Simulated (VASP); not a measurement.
A run of VASP 6.6.1:

INCAR

```
  PREC = Accurate
  ENCUT = 520
  EDIFF = 1E-7
  ISMEAR = 0
  SIGMA = 0.1
  LREAL = False
  LASPH = True
  NELM = 60
  ALGO = Normal
  ISIF = 2
  LWAVE = False
  LCHARG = False
  LDIPOL = True
  IDIPOL = 3
  DIPOL = 0.5 0.5 0.500
  GGA = CA
  NBANDS = 21
```

The input KPOINTS:

```
Automatic mesh
0
Gamma
  12 12 1
```

File POSCAR:

```
Ge
1.0
    4.0850000000      0.0000000000      0.0000000000
   -2.0425000000      3.5377137745      0.0000000000
    0.0000000000      0.0000000000     28.0000000000
Ge
2
Direct
    0.3333333333      0.6666666667      0.5178571429
    0.6666666667      0.3333333333      0.4821428571
```

Potentials or basis: VASP PAW LDA potentials, release 64 (Ge_d).

Command:

```sh
$ cat potpaw_LDA.64/Ge_d/POTCAR > POTCAR
$ mpirun -np 1 vasp_std > vasp.out
```

Hardware: 1 thread of AMD EPYC 7R43 64-Core Processor (Zen 3), on a shared host.

Q: Estimate the wall time of this run.

A: Wall time 5.6 min on 1 thread of AMD EPYC 7R43 64-Core Processor (Zen 3), with other jobs on the host, peak memory 0.38 GiB. Counts: scf iterations 22, k points 19.
